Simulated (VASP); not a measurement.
# AlAs (F-43m) in VASP: single point with PBEsol

Aim: the single point of AlAs with PBEsol.

Program: VASP 6.6.1. These are calculated values, not measurements. Logs are shortened: lines on timing, memory, paths and dates and some standing lists are left out, and cuts for length are marked.

## (1) The cell of the first run

It takes space group F-43m (No. 216, cubic). Conventional cell: a = 5.661 Å, b = 5.661 Å, c = 5.661 Å, α = 90.00°, β = 90.00°, γ = 90.00°. Within 3.2 Å of As (site symmetry -43m) lie 4 Al at 2.45 Å. Al (site symmetry -43m) has 4 As at 2.45 Å within 3.2 Å.

## (2) Single point, PBEsol

File INCAR:

```
SYSTEM = AlAs
PREC = Accurate
ENCUT = 500
EDIFF = 1E-6
ISMEAR = 0
SIGMA = 0.05
LREAL = Auto
LASPH = .TRUE.
NELM = 120
ALGO = Normal
ISIF = 2
LWAVE = .FALSE.
LCHARG = .FALSE.
GGA = PS
NBANDS = 141
GGA_COMPAT = .FALSE.
```

File KPOINTS:

```
regular mesh
0
G
  3 3 3
  0 0 0
```

File POSCAR:

```
AlAs
1.0
    0.0000000000      8.4912000000      8.4912000000
    8.4912000000      0.0000000000      8.4912000000
    8.4912000000      8.4912000000      0.0000000000
As Al
27 27
Direct
    0.2500000000      0.2500000000      0.2500000000
    0.2500000000      0.2500000000      0.5833333333
    0.2500000000      0.2500000000      0.9166666667
    0.2500000000      0.5833333333      0.2500000000
    0.2500000000      0.5833333333      0.5833333333
    0.2500000000      0.5833333333      0.9166666667
    0.2500000000      0.9166666667      0.2500000000
    0.2500000000      0.9166666667      0.5833333333
    0.2500000000      0.9166666667      0.9166666667
    0.5833333333      0.2500000000      0.2500000000
    0.5833333333      0.2500000000      0.5833333333
    0.5833333333      0.2500000000      0.9166666667
    0.5833333333      0.5833333333      0.2500000000
    0.5833333333      0.5833333333      0.5833333333
    0.5833333333      0.5833333333      0.9166666667
    0.5833333333      0.9166666667      0.2500000000
    0.5833333333      0.9166666667      0.5833333333
    0.5833333333      0.9166666667      0.9166666667
    0.9166666667      0.2500000000      0.2500000000
    0.9166666667      0.2500000000      0.5833333333
    0.9166666667      0.2500000000      0.9166666667
    0.9166666667      0.5833333333      0.2500000000
    0.9166666667      0.5833333333      0.5833333333
    0.9166666667      0.5833333333      0.9166666667
    0.9166666667      0.9166666667      0.2500000000
    0.9166666667      0.9166666667      0.5833333333
    0.9166666667      0.9166666667      0.9166666667
    0.0000000000      0.0000000000      0.0000000000
    0.0000000000      0.0000000000      0.3333333333
    0.0000000000      0.0000000000      0.6666666667
    0.0000000000      0.3333333333      0.0000000000
    0.0000000000      0.3333333333      0.3333333333
    0.0000000000      0.3333333333      0.6666666667
    0.0000000000      0.6666666667      0.0000000000
    0.0000000000      0.6666666667      0.3333333333
    0.0000000000      0.6666666667      0.6666666667
    0.3333333333      0.0000000000      0.0000000000
    0.3333333333      0.0000000000      0.3333333333
    0.3333333333      0.0000000000      0.6666666667
    0.3333333333      0.3333333333      0.0000000000
    0.3333333333      0.3333333333      0.3333333333
    0.3333333333      0.3333333333      0.6666666667
    0.3333333333      0.6666666667      0.0000000000
    0.3333333333      0.6666666667      0.3333333333
    0.3333333333      0.6666666667      0.6666666667
    0.6666666667      0.0000000000      0.0000000000
    0.6666666667      0.0000000000      0.3333333333
    0.6666666667      0.0000000000      0.6666666667
    0.6666666667      0.3333333333      0.0000000000
    0.6666666667      0.3333333333      0.3333333333
    0.6666666667      0.3333333333      0.6666666667
    0.6666666667      0.6666666667      0.0000000000
    0.6666666667      0.6666666667      0.3333333333
    0.6666666667      0.6666666667      0.6666666667
```

Potentials or basis: VASP PAW PBE potentials, release 64 (As, Al).

Launch:

```sh
> cat potpaw_PBE.64/As/POTCAR potpaw_PBE.64/Al/POTCAR > POTCAR
> mpirun -np 1 vasp_std > vasp.out
```

OUTCAR:

```text
SYSTEM = AlAs
   PREC = Accurate
   ENCUT = 500
   EDIFF = 1E-6
   ISMEAR = 0
   LREAL = Auto
   LASPH = .TRUE.
   NELM = 120
   ISIF = 2
   GGA = PS

 ion  position               nearest neighbor table
   1  0.250  0.250  0.250-  41 2.45  38 2.45  32 2.45  40 2.45
   2  0.250  0.250  0.583-  33 2.45  39 2.45  41 2.45  42 2.45
   3  0.250  0.250  0.917-  40 2.45  37 2.45  31 2.45  42 2.45
   4  0.250  0.583  0.250-  41 2.45  43 2.45  44 2.45  35 2.45
   5  0.250  0.583  0.583-  42 2.45  44 2.45  36 2.45  45 2.45
   6  0.250  0.583  0.917-  40 2.45  43 2.45  45 2.45  34 2.45
[... 54 lines left out ...]
 A1 = (   0.0000000000,   8.4912000000,   8.4912000000)
 A2 = (   8.4912000000,   0.0000000000,   8.4912000000)
 A3 = (   8.4912000000,   8.4912000000,   0.0000000000)

Analysis of symmetry for initial positions (statically):
=====================================================================
 Subroutine PRICEL returns following result:

  LATTYP: Found a face centered cubic cell.
 ALAT       =     5.6607999994

  Lattice vectors:

 A1 = (   0.0000000000,   2.8303999997,   2.8303999997)
 A2 = (   2.8303999997,   0.0000000000,   2.8303999997)
 A3 = (   2.8303999997,   2.8303999997,   0.0000000000)

  27 primitive cells build up your supercell.

 Routine SETGRP: Setting up the symmetry group for a
 face centered cubic supercell.

 Subroutine GETGRP returns: Found 24 space group operations
 (whereof 24 operations were pure point group operations)
 out of a pool of 48 trial point group operations.

The static configuration has the point symmetry T_d .

Analysis of symmetry for dynamics (positions and initial velocities):
=====================================================================
 Subroutine PRICEL returns following result:

  LATTYP: Found a face centered cubic cell.
 ALAT       =     5.6607999994

  Lattice vectors:

 A1 = (   0.0000000000,   2.8303999997,   2.8303999997)
 A2 = (   2.8303999997,   0.0000000000,   2.8303999997)
 A3 = (   2.8303999997,   2.8303999997,   0.0000000000)

  27 primitive cells build up your supercell.

 Routine SETGRP: Setting up the symmetry group for a
 face centered cubic supercell.

 Subroutine GETGRP returns: Found 24 space group operations
 (whereof 24 operations were pure point group operations)
 out of a pool of 48 trial point group operations.

The dynamic configuration has the point symmetry T_d .

 Subroutine INISYM returns: Found 24 space group operations
 (whereof 24 operations are pure point group operations),
 and found    27 'primitive' translations

[... 81 lines left out ...]
   POTIM  = 0.5000    time-step for ionic-motion
   TEBEG  =    0.0;   TEEND  =   0.0 temperature during run
   PSTRESS=    0.0 pullay stress
   NELECT =     216.0000    total number of electrons
   NUPDOWN=      -1.0000    fix difference up-down
   EMIN   =  10.00;   EMAX   =-10.00  energy-range for DOS
   EFERMI =   0.00;   METHOD = LEGACY
   ISMEAR =     0;   SIGMA  =   0.05  broadening in eV -4-tet -1-fermi 0-gaus
   EFERMI_NEDOS =   21; number of points for ismear=-14 and -15
   IALGO  =     38    algorithm
   IMIX   =      4    mixing-type and parameters
     AMIX     =   0.40;   BMIX     =  1.00
     AMIX_MAG =   1.60;   BMIX_MAG =  1.00
  volume/ion in A,a.u.               =      22.67       153.02
  Fermi-wavevector in a.u.,A,eV,Ry     =   0.918150  1.735052 11.469706  0.843000
  Thomas-Fermi vector in A             =   2.043199
   LORBIT       =      0    0 simple, 1 ext, 2 COOP (PROOUT), +10 PAW based schemes
   GGA     = PS    functional components
   LHFCALC =     F    Hartree Fock is set to
   AEXX    =    0.0000 exact exchange contribution
   IVDW    =     0    specifies the selected vdW correction
   LEPSILON=     F    determine dielectric tensor
   LRPA    =     F    only Hartree local field effects (RPA)
 non-spin polarized calculation
 Gauss-broadening in eV      SIGMA  =   0.05
  energy-cutoff  :      500.00
  volume of cell :     1224.44
 maximum number of plane-waves:     31134
 NGX is ok and might be reduce to    90
   NGX = 43   NGY = 43   NGZ = 43

 number of electron     215.9999997 magnetization

 Free energy of the ion-electron system (eV)
  ---------------------------------------------------
  ext. energy  EPLUGINS =         0.00000000
  ---------------------------------------------------
  free energy    TOTEN  =      -271.75264535 eV

  energy without entropy =     -271.75264535  energy(sigma->0) =     -271.75264535

 E-fermi :   4.0504     XC(G=0):  -9.1958

 val. band max:        3.8013886211   @ k =   0.0000   0.0000   0.0000
 cond. band min:       5.1908720102   @ k =   0.3333   0.3333   0.0000
 fundamental gap:      1.3894833890
 Fermi energy:         4.0503734402

 k-point     1 :       0.0000    0.0000    0.0000
  band No.  band energies     occupation
      1      -8.0859      2.00000
      2      -7.1347      2.00000
      3      -7.1347      2.00000
      4      -7.1347      2.00000
      5      -7.1347      2.00000
      6      -7.1347      2.00000
[... 481 lines left out ...]
    119       6.8190      0.00000
    120       6.8190      0.00000
 [bands above 120 left out]

------------------------ aborting loop because EDIFF is reached ----------------------------------------

  FORCE on cell =-STRESS in cart. coord.  units (eV):
  Direction    XX          YY          ZZ          XY          YZ          ZX
  --------------------------------------------------------------------------------------
  -------------------------------------------------------------------------------------
  Total        6.4493891      6.4493891      6.4493891     -0.0000000      0.0000000      0.0000000
  in kB        8.4390188      8.4390188      8.4390188     -0.0000000      0.0000000      0.0000000
  external PRESSURE =       8.4390188 kB  Pullay stress =       0.0000000 kB

 VOLUME and BASIS-vectors are now :
 -----------------------------------------------------------------------------
  energy-cutoff  :      500.00
  volume of cell :     1224.44
      direct lattice vectors                 reciprocal lattice vectors
     0.000000000  8.491200000  8.491200000    -0.058884492  0.058884492  0.058884492
     8.491200000  0.000000000  8.491200000     0.058884492 -0.058884492  0.058884492
     8.491200000  8.491200000  0.000000000     0.058884492  0.058884492 -0.058884492

 POSITION                                       TOTAL-FORCE (eV/Angst)
 -----------------------------------------------------------------------------------
      4.24560      4.24560      4.24560         0.000000     -0.000000      0.000000
      7.07600      7.07600      4.24560         0.000000     -0.000000      0.000000
      9.90640      9.90640      4.24560        -0.000000      0.000000      0.000000
      7.07600      4.24560      7.07600         0.000000     -0.000000      0.000000
      9.90640      7.07600      7.07600        -0.000000      0.000000      0.000000
     12.73680      9.90640      7.07600        -0.000000     -0.000000      0.000000
[... 46 lines left out ...]
      8.49120      8.49120     11.32160         0.000000      0.000000      0.000000
     11.32160     11.32160     11.32160         0.000000      0.000000     -0.000000
 -----------------------------------------------------------------------------------
    total drift:                               -0.000000     -0.000000     -0.000000

  FREE ENERGIE OF THE ION-ELECTRON SYSTEM (eV)
  ---------------------------------------------------
  free  energy   TOTEN  =      -271.7526453546 eV

  energy  without entropy=     -271.7526453546  energy(sigma->0) =     -271.75264535
```

Wall time 32 min (1 thread of Intel Xeon 8259CL, shared host); peak memory 1.5 GiB.

What came out:

* Free energy: -271.7526 eV
* Pressure: 0.8 GPa
* Band gap on the k mesh: 1.39 eV

Levels at points of the mesh, in eV from the valence-band top:
```
           k point  band 104  band 105  band 106  band 107  band 108  band 109  band 110  band 111  band 112  band 113
(0.00, 0.00, 0.00)     -0.66     -0.66      0.00      0.00      0.00      1.90      1.90      1.90      1.90      1.90
```

Caveat: the PAW data sets were made with another functional, which shifts forces and pressure a little; an odd mesh through Γ misses points on the zone boundary, where band edges can lie.
